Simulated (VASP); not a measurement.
Runs of VASP 6.6.1 on YAl2N3. The structure is that of space group P3m1 (No. 156), or close to it. The cells are those of the table. 

```csv
task,cell,k mesh,cutoff (eV),smearing,gap on the mesh (eV),pressure (GPa),relaxed volume (Å³/atom),largest force (eV/Å)
single point,"a = 3.433, b = 3.433, c = 8.410 Å, angles 90.0, 90.0, 120.0°, 6 atoms",6 × 6 × 2,520,gaussian 0.1 eV,(b),-5.6,-,3.84
relaxation of cell and atoms,"relaxed from a = 3.433, b = 3.433, c = 8.410 Å, angles 90.0, 90.0, 120.0°, 6 atoms",6 × 6 × 2,600,gaussian 0.1 eV,2.11,0.2,13.00,0.02
single point,"a = 3.300, b = 3.300, c = 8.318 Å, angles 90.0, 90.0, 120.0°, 6 atoms",6 × 6 × 2,520,gaussian 0.1 eV,(d),(a),-,0.04
relaxation of cell and atoms,"relaxed from a = 3.300, b = 3.300, c = 8.318 Å, angles 90.0, 90.0, 120.0°, 6 atoms",12 × 12 × 4,600,gaussian 0.02 eV,2.11,0.0,13.02,-
single point,"a = 3.296, b = 3.296, c = 8.320 Å, angles 90.0, 90.0, 120.0°, 6 atoms",12 × 12 × 4,520,gaussian 0.02 eV,(c),-0.2,-,0.01
```

Alike in all rows: level PBE; potentials or basis VASP PAW PBE potentials, release 64 (Y_sv, Al, N); no spin polarisation.

Fill in the values left out.

(a) -0.5; (b) 1.66; (c) 2.10; (d) 2.09.

Caveats: forces of over 1 eV/Å act on the atoms, so gaps and moduli don't describe the material at rest (some runs).

A k mesh can miss the band edges, and the runs leave out spin-orbit coupling on Y.
